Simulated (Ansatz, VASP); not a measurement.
**One calculation of Sb, two programs**

```xyz
2
Lattice="2.1506 1.2416 3.8189 -2.1506 1.2416 3.8189 0.0000 -2.4833 3.8189" Properties=species:S:1:pos:R:3 pbc="T T T"
Sb    0.0000    0.0000    2.6767
Sb    0.0000    0.0000    8.7799
```

Change from the starting cell: zz strain of +2 %.

Alike in both runs: task single point; functional PBEsol; k mesh 9 × 9 × 9; occupations fermi-dirac, width 0.05 eV; no spin polarisation.

|  | VASP | Ansatz |
| --- | --- | --- |
| version | VASP 6.6.1 | Ansatz 0.2.0 |
| potentials or method | VASP PAW PBE potentials, release 64 (Sb), cutoff 500 eV | all-electron LAPW, scalar-relativistic |

VASP gave:

```
pressure (GPa)                                                : -0.4
traceless stress, the component that is largest in VASP (GPa) : -0.75
rms of the force components (eV/Å)                            : 0.039
```

What did Ansatz give for the same quantities?

Pressure (GPa): -0.6; traceless stress, the component that is largest in VASP (GPa): -0.71; rms of the force components (eV/Å): 0.007.

VASP's potentials were made for PBE, not for PBEsol. Atom by atom the forces differ by 0.031 eV/Å (rms over components). Ansatz ran all-electron here, and VASP with PAW potentials.

Spin-orbit coupling is off throughout.
